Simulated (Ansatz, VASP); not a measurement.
## NiO, level by level in two programs

```
Ni O
1.0
     0.00000    2.12681    2.12681
     2.12681    0.00000    2.12681
     2.12681    2.12681    0.00000
Ni O
1 1
Direct
  0.00000 0.00000 0.00000
  0.50000 0.50000 0.50000
```

Single points on this cell with VASP 6.6.1 and Ansatz 0.2.0. Each row is one pair of runs. Alike in all rows: spin: collinear, typed start; k mesh: 11 × 11 × 11; smearing: fermi-dirac, width 0.05 eV; VASP's potentials, cutoff: VASP PAW PBE potentials, release 64 (Ni, O), 520 eV.

```csv
level,"Ansatz's potentials, cutoff","gap on the k mesh at the Fermi level (eV), VASP","gap on the k mesh at the Fermi level (eV), Ansatz","pressure (GPa), VASP","pressure (GPa), Ansatz","net moment per atom (μB), VASP","net moment per atom (μB), Ansatz"
BLYP+D4,"Ansatz PAW, 420 eV",none,none,-6.6,-6.1,0.90,0.91
r2SCAN,"Ansatz PAW, 500 eV",0.92,1.00,-8.9,-9.0,1.00,1.00
RPBE,"Ansatz PAW, 420 eV",none,none,2.1,2.4,0.95,0.96
PBE exchange alone,"Ansatz PAW, 420 eV",none,none,19.3,20.0,0.98,0.98
```

Gap on the k mesh at the fermi level (eV): the two programs differ by at most 0.086; pressure (GPa): the two programs differ by at most 0.68; net moment per atom (μB): the two programs differ by at most 0.018.

VASP's potentials hold 16 valence electrons a cell and Ansatz's 24, so a difference there can come from the potentials and not from the codes.

A gap of «none» marks a metal or a gap that the smearing closes.

Noted on Ansatz's runs: the magnetic or orbital state may not be the lowest; odd divisions of the mesh miss points on the zone boundary, where band edges often lie, so the gap on the mesh can be too wide.

A gap of «none» marks a metal or a gap under the smearing width.
